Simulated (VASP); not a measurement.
Sc3Re, 4 atoms in the cell. Symmetry: P6/mmm, No. 191, hexagonal system. The conventional cell has a = 4.639 Å, b = 4.639 Å, c = 4.021 Å, α = 90.00°, β = 90.00°, γ = 120.00°. Sc (site symmetry mmm) has 4 Sc at 2.32 Å and 2 Re at 2.32 Å within 3.1 Å. Within 3.1 Å of Re (site symmetry 6/mmm) lie 6 Sc at 2.32 Å. The cell was built from a structure type or drawn by symmetry, and may not be a known phase.

```yaml
Program: VASP 6.6.1
Task: single point
Functional: PBE
Potentials_or_basis: VASP PAW PBE potentials, release 64 (Sc_sv, Re)
Cutoff: 520 eV
k_mesh: 6 × 6 × 4
Occupations: gaussian, width 0.1 eV
Spin: no spin polarisation
Dipole_correction: no
Further_INCAR_settings: ALGO = Normal; EDIFF = 1e-06; NBANDS = 28
```

Potentials or basis: VASP PAW PBE potentials, release 64 (Sc_sv, Re).

Command:

```console
$ cat potpaw_PBE.64/Sc_sv/POTCAR potpaw_PBE.64/Re/POTCAR > POTCAR
$ mpirun -np 1 vasp_std > vasp.out
```

Hardware: 1 thread of Intel Xeon 8259CL (shared host).

Question: How long does it take, and how much memory?

Answer: Wall time 67 s on 1 thread of Intel Xeon 8259CL, on a shared host, peak memory 0.21 GiB. Counts: scf iterations 14, k points 21.
